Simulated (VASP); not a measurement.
Set up this calculation in VASP 6.6.1, as the native input.

```
Task                   : single point
Functional             : PBEsol
Potentials or basis    : VASP PAW PBE potentials, release 64 (Co_sv)
Cutoff                 : 600 eV
k mesh                 : 12 × 12 × 7
Occupations            : fermi-dirac, width 0.05 eV
Spin                   : collinear spin, ferromagnetic start
Starting moments       : [2.0, 2.0] μB
Dipole correction      : no
Further INCAR settings : ALGO = Normal; EDIFF = 1e-06; NBANDS = 28
```

The structure of Co lies in POSCAR:

```
Co
1.0
    2.5200971126      0.0000000000      0.0000000000
   -1.2600485563      2.1824681195      0.0000000000
    0.0000000000      0.0000000000      4.1167599708
Co
2
Direct
    0.3333333333      0.6666666667      0.7401390000
    0.6666666667      0.3333333333      0.2598610000
```

These files were run (other wordings do the same):

INCAR

```
  PREC = Accurate
  ENCUT = 600
  EDIFF = 1E-6
  ISMEAR = -1
  SIGMA = 0.05
  LREAL = False
  LASPH = True
  NELM = 200
  ALGO = Normal
  ISIF = 2
  LWAVE = False
  LCHARG = True
  ISPIN = 2
  MAGMOM = 2 2
  LORBIT = 11
  LMAXMIX = 4
  GGA = PS
  LELF = True
  LVHAR = True
  NBANDS = 28
  GGA_COMPAT = False
```

KPOINTS

```
Automatic mesh
0
Gamma
  12 12 7
```

Potentials or basis: VASP PAW PBE potentials, release 64 (Co_sv).

Run with:

```console
$ cat potpaw_PBE.64/Co_sv/POTCAR > POTCAR
$ mpirun -np 1 vasp_std > vasp.out
```

It gave:

| Quantity | Value |
| --- | --- |
| Pressure | -19.7 GPa |
| Largest force | 0.320 eV/Å |
| Net moment | 3.33 μB per cell |
| Site moments | Co +1.73 μB |
| Valence electrons inside the program's atomic spheres | Co 15.02 |

Caveat: the cell stands under tension; the PAW data sets were made with another functional, which shifts forces and pressure a little.

Run time: 71 s on 1 thread of AMD EPYC 9R45 96-Core Processor (Zen 5) (shared host), peak memory 0.2 GiB.
